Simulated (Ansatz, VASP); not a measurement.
## One calculation of MoS2, two programs

File POSCAR:

```
MoS2
1.0
    1.5800000000      0.9122134253      6.1500000000
   -1.5800000000      0.9122134253      6.1500000000
    0.0000000000     -1.8244268506      6.1500000000
Mo S
1 2
Direct
    0.0000000000      0.0000000000      0.0000000000
    0.4170000000      0.4170000000      0.4170000000
    0.2500000000      0.2500000000      0.2500000000
```

INCAR.step1

```
SYSTEM = MoS2
PREC = Accurate
ENCUT = 520
ISMEAR = -1
SIGMA = 0.05
LREAL = .False.
LASPH = .True.
NELM = 60
NBANDS = 20
GGA = PE
ALGO = Normal
EDIFF = 1E-4
LWAVE = .True.
LCHARG = .False.
```

File INCAR.step2:

```
SYSTEM = MoS2
PREC = Accurate
ENCUT = 520
EDIFF = 1E-6
ISMEAR = -1
SIGMA = 0.05
LREAL = .False.
LASPH = .True.
NELM = 60
ALGO = Normal
ISIF = 2
LWAVE = .False.
LCHARG = .False.
METAGGA = R2SCAN
LMIXTAU = .True.
NBANDS = 20
ISTART = 1
```

KPOINTS

```
Automatic mesh
0
Gamma
  10 10 10
  0 0 0
```

input.yaml

```yaml
crystal:
  lattice:
    - [1.58, 0.9122134253, 6.15]
    - [-1.58, 0.9122134253, 6.15]
    - [0.0, -1.8244268506, 6.15]
  atoms:
    - { symbol: Mo, position: [0.0, 0.0, 0.0] }
    - { symbol: S, position: [0.417, 0.417, 0.417] }
    - { symbol: S, position: [0.25, 0.25, 0.25] }
hamiltonian:
  xc: r2scan
  pseudopotentials: { kind: paw }
kpoints:
  mp_grid: { grid: [10, 10, 10] }
  band_path:
    path:
      - [[0.0, 0.0, 0.0], [0.5, 0.0, 0.0], [0.5, 0.181334009, -0.181334009]]
      - [[0.818665991, 0.5, 0.181334009], [0.5, 0.5, 0.5], [0.0, 0.0, 0.0], [0.3406670045, 0.0, -0.3406670045]]
      - [[0.6593329955, 0.3406670045, 0.0], [0.5, 0.5, 0.0], [0.6593329955, 0.6593329955, 0.181334009], [0.5, 0.5, 0.5]]
      - [[0.5, 0.0, 0.0], [0.818665991, 0.3406670045, 0.3406670045]]
    npoints: 14
scf:
  occupations: { method: fermi_dirac, width: 0.05 }
  n_extra_bands: 7
output:
  forces: true
  stress: true
  eigenvalues: true
  fatbands: true
```

Alike in both runs: functional r2SCAN; k mesh 10 × 10 × 10; occupations fermi-dirac, width 0.05 eV; no spin polarisation.

|  | VASP | Ansatz |
| --- | --- | --- |
| version | VASP 6.6.1 | Ansatz 0.2.0 |
| potentials or method | VASP PAW PBE potentials, release 64 (Mo_sv, S) | Ansatz PAW |
| plane-wave cutoff (eV) | 520 | 500 |
| valence electrons in the cell | 26 | 26 |
| task | single point | band structure |

|  | VASP | Ansatz | Ansatz less VASP |
| --- | --- | --- | --- |
| gap on the k mesh at the Fermi level (eV) | 1.07 | 1.06 | -0.014 |
| least direct gap on the mesh (eV) | 2.08 | 2.07 | -0.008 |
| pressure (GPa) | 4.2 | 4.2 | -0.05 |
| traceless stress, the component that is largest in VASP (GPa) | 0.54 | 0.60 | +0.062 |
| rms of the force components (eV/Å) | 0.156 | 0.155 | -0.0016 |

VASP's potentials were made for PBE, not for r2SCAN. Atom by atom the forces differ by 0.002 eV/Å (rms over components). The functional is the same, so the differences come from potentials, cutoffs and numerics.

Noted on Ansatz's run: the k mesh misses the band edges, so the gap on the mesh is wider than the one along the path.
